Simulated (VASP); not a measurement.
A run of VASP 6.6.1 is set up as follows.

Contents of POSCAR:

```
ZnCu
1.0
   -2.9186872436      0.0000000000      0.0000000000
    0.0000000000     -2.9186872436      0.0000000000
    0.0000000000      0.0000000000      2.9186872436
Zn Cu
1 1
Direct
    0.0000000000      0.0000000000      0.0000000000
    0.5000000000      0.5000000000      0.5000000000
```

The input INCAR.step1:

```
SYSTEM = ZnCu
PREC = Accurate
ENCUT = 520
ISMEAR = 0
SIGMA = 0.1
LREAL = .False.
LASPH = .True.
NELM = 80
NBANDS = 18
GGA = PE
ALGO = Normal
EDIFF = 1E-4
LWAVE = .True.
LCHARG = .False.
```

The input INCAR.step2:

```
SYSTEM = ZnCu
PREC = Accurate
ENCUT = 520
EDIFF = 1E-7
ISMEAR = 0
SIGMA = 0.1
LREAL = .False.
LASPH = .True.
NELM = 80
ALGO = Normal
ISIF = 2
LWAVE = .False.
LCHARG = .False.
METAGGA = R2SCAN
LMIXTAU = .True.
NBANDS = 18
ISTART = 1
```

The input KPOINTS:

```
Automatic mesh
0
Gamma
  14 14 14
  0 0 0
```

Potentials or basis: VASP PAW PBE potentials, release 64 (Zn, Cu).

Run with:

```sh
$ cat potpaw_PBE.64/Zn/POTCAR potpaw_PBE.64/Cu/POTCAR > POTCAR
$ cp INCAR.step1 INCAR
$ mpirun -np 1 vasp_std > vasp.out
$ cp INCAR.step2 INCAR
$ mpirun -np 1 vasp_std > vasp.out
```

Predict the pressure.

0.7 GPa.

Caveat: the PAW data sets were made with another functional, which shifts forces and pressure a little.
